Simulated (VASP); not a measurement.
Ta3P4: single point with PBE

Crystal: Ta3P4.

```
Ta P
1.0
     3.26628    0.01327   -0.27786
     0.01105    3.26609    0.28331
    -0.78651    0.77343   10.05442
Ta P
3 4
Cartesian
  0.0234 -0.0341 8.4977
  1.3257 1.9457 4.6094
  -0.4814 0.4785 2.6152
  -0.2276 0.2199 5.5852
  1.0719 2.2045 1.6395
  -0.7083 0.7072 0.0451
  1.5528 1.7175 7.1793
```

```json
{
 "Program": "VASP 6.6.1",
 "Task": "single point",
 "Functional": "PBE",
 "Potentials or basis": "VASP PAW PBE potentials, release 64 (Ta_pv, P)",
 "Cutoff": "520 eV",
 "k mesh": "6 × 6 × 2",
 "Occupations": "gaussian, width 0.2 eV",
 "Spin": "no spin polarisation",
 "Dipole correction": "no",
 "Further INCAR settings": "ALGO = Normal; EDIFF = 1e-07; NBANDS = 36"
}
```

```yaml
Pressure: 0.1 GPa
Largest_force: 0.018 eV/Å
Band_gap_on_the_k_mesh: zero (an odd number of electrons rules out a gap without spin polarisation)
```

Forces on the atoms (eV/Å):
```
Ta   0.000  0.000  0.000
Ta   0.001  0.014 -0.006
Ta   0.000 -0.011  0.004
P    0.001 -0.007  0.016
P   -0.001  0.005 -0.016
P    0.001  0.004  0.003
P   -0.001 -0.005 -0.001
```

Stress tensor (GPa, compression positive):
```
 0.13 -0.03 -0.07
-0.03  0.12  0.02
-0.07  0.02  0.05
```

Levels at points of the mesh, in eV from the Fermi level:
```tsv
k point	band 22	band 23	band 24	band 25	band 26	band 27	band 28	band 29	band 30	band 31
(0.00, 0.00, 0.00)	-2.55	-1.66	-0.37	-0.37	-0.34	0.04	0.49	0.50	1.05	1.61
(0.50, 0.00, 0.00)	-2.92	-2.36	-1.55	-1.22	0.00	0.47	1.11	1.38	2.30	2.40
(0.00, 0.50, 0.00)	-2.92	-2.36	-1.55	-1.22	0.01	0.47	1.11	1.38	2.30	2.40
(0.50, 0.50, 0.00)	-3.32	-2.88	-2.86	-1.61	-1.60	-0.77	1.30	3.63	3.82	3.91
(0.00, 0.00, 0.50)	-1.74	-1.28	-1.06	-0.34	-0.34	-0.31	0.43	0.43	1.06	1.59
(0.50, 0.00, 0.50)	-2.93	-2.36	-1.55	-1.22	0.01	0.47	1.11	1.38	2.28	2.39
(0.00, 0.50, 0.50)	-2.93	-2.36	-1.55	-1.22	0.01	0.47	1.11	1.38	2.28	2.39
(0.50, 0.50, 0.50)	-3.32	-2.88	-2.86	-1.61	-1.60	-0.77	1.30	3.63	3.82	3.91
```

Run time: 91 s on 1 thread of Intel(R) Xeon(R) 6975P-C (Granite Rapids), on a shared host, peak memory 0.27 GiB.

Caveat: spin-orbit coupling is left out, which moves the levels of the heavy elements.
